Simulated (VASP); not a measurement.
Here is a VASP 6.6.1 calculation.

Contents of INCAR:

```
SYSTEM = NaI
ALGO = Normal
EDIFF = 1E-7
ENCUT = 520
GGA = CA
ISIF = 2
ISMEAR = -1
LASPH = .True.
LCHARG = .False.
LREAL = .False.
LWAVE = .False.
NBANDS = 14
NELM = 80
PREC = Accurate
SIGMA = 0.05
```

Contents of KPOINTS:

```
k-points
0
Gamma
  7 7 7
  0 0 0
```

The input POSCAR:

```
NaI
1.0
    0.0000000000      3.2364000000      3.2364000000
    3.2364000000      0.0000000000      3.2364000000
    3.2364000000      3.2364000000      0.0000000000
I Na
1 1
Direct
    0.5000000000      0.5000000000      0.5000000000
    0.0000000000      0.0000000000      0.0000000000
```

Potentials or basis: VASP PAW LDA potentials, release 64 (I, Na_pv).

The run is started by

```bash
$ cat potpaw_LDA.64/I/POTCAR potpaw_LDA.64/Na_pv/POTCAR > POTCAR
$ mpirun -np 1 vasp_std > vasp.out
```

(1) What does it give for the band gap on the k mesh?

(2) Predict the pressure.

## Answers

(1) 3.35 eV, direct.

(2) -1.6 GPa.

Caveat: spin-orbit coupling is left out, which moves the levels of the heavy elements.
